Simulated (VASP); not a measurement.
# TiAl (Pm-3m) in VASP: notebook

The runs below take TiAl through single point, with HSE06.

All numbers are computed with VASP 6.6.1; they aren't measurements. Logs are shortened: lines on timing, memory, paths and dates and some standing lists are left out, and cuts for length are marked.

**1. The cell of the first run**

The structure is cubic, space group Pm-3m (No. 221). Conventional cell: a = 3.179 Å, b = 3.179 Å, c = 3.179 Å, α = 90.00°, β = 90.00°, γ = 90.00°. Within 3.6 Å of Ti (site symmetry m-3m) lie 8 Al at 2.75 Å and 6 Ti at 3.18 Å. Al (site symmetry m-3m) has 8 Ti at 2.75 Å and 6 Al at 3.18 Å within 3.6 Å.

**2. Single point, HSE06**

The input, POSCAR:

```
TiAl
1.0
    3.1790640000      0.0000000000      0.0000000000
    0.0000000000      3.1790640000      0.0000000000
    0.0000000000      0.0000000000      3.1790640000
Ti Al
1 1
Direct
    0.0000000000      0.0000000000      0.0000000000
    0.5000000000      0.5000000000      0.5000000000
```

The input, INCAR.step1:

```
SYSTEM = TiAl
ALGO     = Normal         ! electronic algorithm
EDIFF    = 1E-5           ! SCF threshold, eV
ENCUT    = 520            ! plane-wave cutoff, eV
GGA      = PE             ! functional
ISIF     = 2              ! what is computed and relaxed
ISMEAR   = -1             ! smearing method
LASPH    = .TRUE.         ! aspherical terms in the spheres
LREAL    = .FALSE.        ! projectors in reciprocal space
LWAVE    = .TRUE.         ! write WAVECAR
NBANDS   = 14             ! bands
NELM     = 60             ! most SCF steps
PREC     = Accurate       ! precision mode
SIGMA    = 0.05           ! smearing width, eV
```

The input, INCAR.step2:

```
SYSTEM = TiAl
ALGO     = Normal         ! electronic algorithm
EDIFF    = 1E-6           ! SCF threshold, eV
ENCUT    = 520            ! plane-wave cutoff, eV
GGA      = PE             ! functional
HFSCREEN = 0.2079         ! screening, 1/A
ISIF     = 2              ! what is computed and relaxed
ISMEAR   = -1             ! smearing method
ISTART   = 1            
LASPH    = .TRUE.         ! aspherical terms in the spheres
LCHARG   = .TRUE.         ! write CHGCAR
LELF     = .TRUE.         ! ELF
LHFCALC  = .TRUE.         ! exact exchange
LREAL    = .FALSE.        ! projectors in reciprocal space
LVHAR    = .TRUE.       
LWAVE    = .FALSE.        ! write WAVECAR
NBANDS   = 14             ! bands
NELM     = 60             ! most SCF steps
PREC     = Accurate       ! precision mode
PRECFOCK = Normal       
SIGMA    = 0.05           ! smearing width, eV
```

The input, KPOINTS:

```
k-points
0
G
  4 4 4
  0 0 0
```

Potentials or basis: VASP PAW PBE potentials, release 64 (Ti_sv, Al).

Run with:

```console
> cat potpaw_PBE.64/Ti_sv/POTCAR potpaw_PBE.64/Al/POTCAR > POTCAR
> cp INCAR.step1 INCAR
> mpirun -np 1 vasp_std > vasp.out
> cp INCAR.step2 INCAR
> mpirun -np 1 vasp_std > vasp.out
```

OUTCAR:

```text
SYSTEM = TiAl
   EDIFF = 1E-6
   ENCUT = 520
   GGA = PE
   HFSCREEN = 0.2079
   ISIF = 2
   ISMEAR = -1
   ISTART = 1
   LASPH = .TRUE.
   LHFCALC = .TRUE.
   LREAL = .FALSE.
   NELM = 60
   PREC = Accurate
   PRECFOCK = Normal

 ion  position               nearest neighbor table
   1  0.000  0.000  0.000-   2 2.75   2 2.75   2 2.75   2 2.75   2 2.75   2 2.75   2 2.75   2 2.75

   2  0.500  0.500  0.500-   1 2.75   1 2.75   1 2.75   1 2.75   1 2.75   1 2.75   1 2.75   1 2.75

  LATTYP: Found a simple cubic cell.
 ALAT       =     3.1790640000

  Lattice vectors:

 A1 = (   3.1790640000,   0.0000000000,   0.0000000000)
 A2 = (   0.0000000000,   3.1790640000,   0.0000000000)
 A3 = (   0.0000000000,   0.0000000000,   3.1790640000)

Analysis of symmetry for initial positions (statically):
=====================================================================
 Subroutine PRICEL returns:
 Original cell was already a primitive cell.

 Routine SETGRP: Setting up the symmetry group for a
 simple cubic supercell.

 Subroutine GETGRP returns: Found 48 space group operations
 (whereof 48 operations were pure point group operations)
 out of a pool of 48 trial point group operations.

The static configuration has the point symmetry O_h .

Analysis of symmetry for dynamics (positions and initial velocities):
=====================================================================
 Subroutine PRICEL returns:
 Original cell was already a primitive cell.

 Routine SETGRP: Setting up the symmetry group for a
 simple cubic supercell.

 Subroutine GETGRP returns: Found 48 space group operations
 (whereof 48 operations were pure point group operations)
 out of a pool of 48 trial point group operations.

The dynamic configuration has the point symmetry O_h .

 Subroutine INISYM returns: Found 48 space group operations
 (whereof 48 operations are pure point group operations),
 and found     1 'primitive' translations

----------------------------------------------------------------------------------------

                                     Primitive cell

  volume of cell :      32.1290

  direct lattice vectors                    reciprocal lattice vectors
     3.179064000  0.000000000  0.000000000     0.314557996  0.000000000  0.000000000
     0.000000000  3.179064000  0.000000000     0.000000000  0.314557996  0.000000000
     0.000000000  0.000000000  3.179064000     0.000000000  0.000000000  0.314557996

  length of vectors
     3.179064000  3.179064000  3.179064000     0.314557996  0.314557996  0.314557996
[... 85 lines left out ...]
     AMIX     =   0.40;   BMIX     =  1.00
     AMIX_MAG =   1.60;   BMIX_MAG =  1.00
  volume/ion in A,a.u.               =      16.06       108.41
  Fermi-wavevector in a.u.,A,eV,Ry     =   1.270007  2.399964 21.945065  1.612917
  Thomas-Fermi vector in A             =   2.403017
   LORBIT       =      0    0 simple, 1 ext, 2 COOP (PROOUT), +10 PAW based schemes
   GGA     = PE    functional components
   LHFCALC =     T    Hartree Fock is set to
   PRECFOCK=normal    Normal, Fast or Accurate (Low or Medium for compatibility)
   ENCUT4O =  -1.0   cutoff for four orbital integrals eV
   NKREDX  =     1    reduce k-point grid by
   NKREDY  =     1    reduce k-point grid by
   NKREDZ  =     1    reduce k-point grid by
   AEXX    =    0.2500 exact exchange contribution
   HFSCREEN=    0.2079 screening length (either q_TF or 0.3 A-1)
   HFSCREENC=   0.2079 screening length for correlation (either q_TF or 0.3 A-1)
   ENCUTFOCK=  -1.0 apply spherical cutoff to Coloumb kernel
   IVDW    =     0    specifies the selected vdW correction
   LEPSILON=     F    determine dielectric tensor
   LRPA    =     F    only Hartree local field effects (RPA)
 non-spin polarized calculation
  energy-cutoff  :      520.00
  volume of cell :       32.13
 maximum number of plane-waves:       912
 NGX is ok and might be reduce to    24
  NGX = 18; NGY = 18; NGZ = 18

 number of electron      14.9999993 magnetization

 Free energy of the ion-electron system (eV)
  ---------------------------------------------------
  ext. energy  EPLUGINS =         0.00000000
  ---------------------------------------------------
  free energy    TOTEN  =       -14.16810336 eV

  energy without entropy =      -14.14737586  energy(sigma->0) =      -14.15773961

 E-fermi :   8.8476     XC(G=0):  -9.1207

 val. band max:        8.8021825553   @ k =   0.5000   0.2500   0.2500
 cond. band min:       8.8977907160   @ k =   0.2500   0.2500   0.2500
 fundamental gap:      0.0956081608
 Fermi energy:         8.8476226822

 k-point     1 :       0.0000    0.0000    0.0000
  band No.  band energies     occupation
      1     -53.0658      2.00000
      2     -27.6079      2.00000
      3     -27.6079      2.00000
      4     -27.6079      2.00000
      5      -1.9116      2.00000
      6       6.8001      2.00000
      7       6.8001      2.00000
      8      11.4831      0.00000
      9      11.4831      0.00000
     10      11.4831      0.00000
     11      13.7136      0.00000
     12      13.7136      0.00000
     13      13.7136      0.00000
     14      18.4903      0.00000
[... 139 lines left out ...]
      1     -53.0153      2.00000
      2     -27.7568      2.00000
      3     -27.7568      2.00000
      4     -27.7567      2.00000
      5       5.2783      2.00000
      6       5.2783      2.00000
      7       5.2783      2.00000
      8       9.7465      0.00000
      9      11.9207      0.00000
     10      11.9207      0.00000
     11      11.9207      0.00000
     12      11.9613      0.00000
     13      11.9613      0.00000
     14      16.4098      0.00000

------------------------ aborting loop because EDIFF is reached ----------------------------------------

  FORCE on cell =-STRESS in cart. coord.  units (eV):
  Direction    XX          YY          ZZ          XY          YZ          ZX
  --------------------------------------------------------------------------------------
  -------------------------------------------------------------------------------------
  Total       -0.2259209     -0.2259209     -0.2259209     -0.0000000     -0.0000000      0.0000000
  in kB      -11.2659849    -11.2659849    -11.2659849     -0.0000000     -0.0000000      0.0000000
  external PRESSURE =     -11.2659849 kB  Pullay stress =       0.0000000 kB

 VOLUME and BASIS-vectors are now :
 -----------------------------------------------------------------------------
  energy-cutoff  :      520.00
  volume of cell :       32.13
      direct lattice vectors                 reciprocal lattice vectors
     3.179064000  0.000000000  0.000000000     0.314557996  0.000000000  0.000000000
     0.000000000  3.179064000  0.000000000     0.000000000  0.314557996  0.000000000
     0.000000000  0.000000000  3.179064000     0.000000000  0.000000000  0.314557996

 POSITION                                       TOTAL-FORCE (eV/Angst)
 -----------------------------------------------------------------------------------
      0.00000      0.00000      0.00000         0.000000      0.000000      0.000000
      1.58953      1.58953      1.58953         0.000000      0.000000      0.000000
 -----------------------------------------------------------------------------------
    total drift:                                0.000000      0.000000      0.000000

  FREE ENERGIE OF THE ION-ELECTRON SYSTEM (eV)
  ---------------------------------------------------
  free  energy   TOTEN  =       -14.1681033581 eV

  energy  without entropy=      -14.1473758645  energy(sigma->0) =      -14.15773961
```

OSZICAR.step1:

```text
N       E                     dE             d eps       ncg     rms          rms(c)
DAV:   1     0.105161717844E+03    0.10516E+03   -0.69218E+03   280   0.108E+03
DAV:   2    -0.776883616738E+01   -0.11293E+03   -0.10863E+03   304   0.306E+02
DAV:   3    -0.137853650426E+02   -0.60165E+01   -0.58751E+01   400   0.667E+01
DAV:   4    -0.139398359296E+02   -0.15447E+00   -0.15423E+00   356   0.928E+00
DAV:   5    -0.139451707531E+02   -0.53348E-02   -0.53344E-02   376   0.160E+00    0.987E+00
DAV:   6    -0.121845836077E+02    0.17606E+01   -0.49636E+00   306   0.313E+01    0.286E+00
DAV:   7    -0.121325786273E+02    0.52005E-01   -0.38459E-01   310   0.859E+00    0.170E+00
DAV:   8    -0.121336604171E+02   -0.10818E-02   -0.74806E-02   324   0.309E+00    0.730E-01
DAV:   9    -0.121264694965E+02    0.71909E-02   -0.20402E-02   322   0.205E+00    0.168E-01
DAV:  10    -0.121266051480E+02   -0.13565E-03   -0.49615E-04   340   0.219E-01    0.108E-01
DAV:  11    -0.121265685168E+02    0.36631E-04   -0.46843E-04   330   0.275E-01    0.218E-02
DAV:  12    -0.121265714799E+02   -0.29631E-05   -0.36765E-05   320   0.555E-02
   1 F= -.12126571E+02 E0= -.12117895E+02  d E =-.173524E-01
```

It took 6.3 min on 1 thread of Intel Xeon Platinum 8259CL at 2.50GHz (Skylake/Cascade Lake), shared host; peak memory 0.24 GiB.

What came out:

* Free energy: -14.1681 eV
* Pressure: -1.1 GPa

Levels at points of the mesh, in eV from the Fermi level:
| k point | band 4 | band 5 | band 6 | band 7 | band 8 | band 9 | band 10 | band 11 |
| --- | --- | --- | --- | --- | --- | --- | --- | --- |
| (0.00, 0.00, 0.00) | -36.46 | -10.76 | -2.05 | -2.05 | 2.64 | 2.64 | 2.64 | 4.87 |
| (0.50, 0.00, 0.00) | -36.44 | -7.09 | -6.22 | -1.03 | 0.62 | 0.62 | 2.87 | 3.42 |
| (0.50, 0.50, 0.00) | -36.43 | -5.74 | -2.71 | -2.71 | -2.02 | 1.34 | 1.34 | 3.10 |
| (0.50, 0.50, 0.50) | -36.60 | -3.57 | -3.57 | -3.57 | 0.90 | 3.07 | 3.07 | 3.07 |

Caveat: the k points lie up to 0.49 Å⁻¹ apart; the PAW data sets were made with another functional, which shifts forces and pressure a little.

(Continued in part 2 of 2.)
